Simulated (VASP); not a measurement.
The system is Te.

```
Te
1.0
    -2.07605    2.07605    2.07605
     2.07605   -2.07605    2.07605
     2.07605    2.07605   -2.07605
Te
1
Direct
  0.00000 0.00000 0.00000
```

Base run:

| Item | Value |
| --- | --- |
| Program | VASP 6.6.1 |
| Functional | revPBE |
| Potentials or basis | VASP PAW PBE potentials, release 64 (Te) |
| Cutoff | 520 eV |
| k mesh | 6 × 6 × 6 |
| Occupations | fermi-dirac, width 0.032 eV |
| Spin | no spin polarisation |

Its results: band gap on the k mesh zero (band 3 reaches 6.99 eV, above the bottom of band 4 at 2.82 eV); pressure -6.2 GPa.

The run is repeated on the same cell with these changes: functional from revPBE to PBEsol. What comes out?

Band gap on the k mesh zero (band 3 reaches 6.80 eV, above the bottom of band 4 at 2.62 eV); pressure -9.1 GPa.

PBEsol binds more tightly than revPBE, so the same cell stands under less pressure.

Caveats: the PAW data sets were made with another functional, which shifts forces and pressure a little; spin-orbit coupling is left out, which moves the levels of the heavy elements.
